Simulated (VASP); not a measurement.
A run of VASP 6.6.1 is set up as follows.

File INCAR:

```
SYSTEM = TaN
PREC = Accurate ; ENCUT = 520
EDIFF = 1E-7 ; ISMEAR = 0
SIGMA = 0.15 ; LREAL = .False.
LASPH = .True. ; NELM = 60
ALGO = Fast ; ISIF = 2
LWAVE = .False. ; LCHARG = .True.
GGA = PE ; LELF = .True.
LVHAR = .True. ; NBANDS = 24
```

KPOINTS

```
Automatic mesh
0
Gamma
  15 15 8
  0 0 0
```

POSCAR

```
TaN
1.0
    2.9168996769      0.0000000000      0.0000000000
   -1.4584498385      2.5261092205      0.0000000000
    0.0000000000      0.0000000000      5.9142266377
Ta N
2 2
Direct
   -0.0540762605     -0.0395865702      0.0000000000
    0.0540762605      0.0395865702      0.5000000000
    0.3333333333      0.6666666667      0.2500000000
    0.6666666667      0.3333333333      0.7500000000
```

Potentials or basis: VASP PAW PBE potentials, release 64 (Ta_pv, N).

Launch:

```bash
$ cat potpaw_PBE.64/Ta_pv/POTCAR potpaw_PBE.64/N/POTCAR > POTCAR
$ mpirun -np 1 vasp_std > vasp.out
```

Question: Predict the pressure.

Answer: 3.8 GPa.

Question: Predict the largest force.

Answer: 1.814 eV/Å.

Question: What does it give for the band gap on the k mesh?

Answer: Zero (bands 16 and 17 overlap by 0.80 eV).

Stress tensor (GPa, compression positive):
```
2.91 0.76 0.00
0.76 2.93 0.00
0.00 0.00 5.59
```

Caveat: the cell differs from its parent crystal (atoms displaced along several vibrational modes); the cell stands under pressure; spin-orbit coupling is left out, which moves the levels of the heavy elements; forces of over 1 eV/Å act on the atoms, so gaps and moduli don't describe the material at rest.
